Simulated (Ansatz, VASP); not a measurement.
One calculation of Pt, two programs

INCAR

```
SYSTEM = Pt
  ALGO = Normal
  EDIFF = 1E-6
  EDIFFG = -0.01
  ENCUT = 600
  GGA = RE
  IBRION = 2
  ISIF = 3
  ISMEAR = -1
  LASPH = .TRUE.
  LCHARG = .FALSE.
  LREAL = .FALSE.
  LWAVE = .FALSE.
  NELM = 100
  NSW = 80
  PREC = Accurate
  SIGMA = 0.1
```

File KPOINTS:

```
k-points
0
G
  5 5 5
  0 0 0
```

Contents of POSCAR:

```
Pt
1.0
    4.9427962708      0.0000000000      0.0000000000
    0.0000000000      4.9427962708      0.0000000000
    0.0000000000      0.0000000000      4.9427962708
Pt
8
Direct
    0.0000000000      0.0000000000      0.0000000000
    0.5000000000      0.5000000000      0.5000000000
    0.2500000000      0.0000000000      0.5000000000
    0.7500000000      0.0000000000      0.5000000000
    0.5000000000      0.2500000000      0.0000000000
    0.5000000000      0.7500000000      0.0000000000
    0.0000000000      0.5000000000      0.2500000000
    0.0000000000      0.5000000000      0.7500000000
```

Input for Ansatz:

```yaml
crystal:
  lattice:
    - [4.9427962708, 0.0, 0.0]
    - [0.0, 4.9427962708, 0.0]
    - [0.0, 0.0, 4.9427962708]
  atoms:
    - { symbol: Pt, position: [0.0, 0.0, 0.0] }
    - { symbol: Pt, position: [0.5, 0.5, 0.5] }
    - { symbol: Pt, position: [0.25, 0.0, 0.5] }
    - { symbol: Pt, position: [0.75, 0.0, 0.5] }
    - { symbol: Pt, position: [0.5, 0.25, 0.0] }
    - { symbol: Pt, position: [0.5, 0.75, 0.0] }
    - { symbol: Pt, position: [0.0, 0.5, 0.25] }
    - { symbol: Pt, position: [0.0, 0.5, 0.75] }
hamiltonian:
  xc: revpbe
  pseudopotentials:
    kind: paw
    azcp:
      Pt: "pseudopotentials/Pt.paw.azcp"
basis:
  ecutwfc: 420
  fft_grid_basis: typed
kpoints:
  mp_grid: { grid: [5, 5, 5], shift: [0, 0, 0] }
magnetization:
  spin_polarized: false
scf:
  occupations: { method: fermi_dirac, width: 0.1 }
relax:
  max_steps: 60
  f_tol: 0.01
  cell: {}
```

Alike in both runs: task relaxation of cell and atoms; functional revPBE; k mesh 5 × 5 × 5; occupations fermi-dirac, width 0.1 eV; no spin polarisation.

```csv
,VASP,Ansatz
version,VASP 6.6.1,Ansatz 0.2.0
potentials or method,"VASP PAW PBE potentials, release 64 (Pt), cutoff 600 eV","plane waves (420 eV) with PAW, scalar-relativistic"
valence electrons in the cell,80,144
```

```tsv
	VASP	Ansatz	Ansatz less VASP
relaxed volume (Å³/atom)	16.43	16.47	+0.040
relaxed cell length with the largest relative difference (Å)	5.084	5.088	+0.0042
```

VASP's potentials were made for PBE, not for revPBE. VASP's potentials hold 80 valence electrons a cell and Ansatz's 144, so a difference there can come from the potentials and not from the codes.

Neither program's run includes spin-orbit coupling.
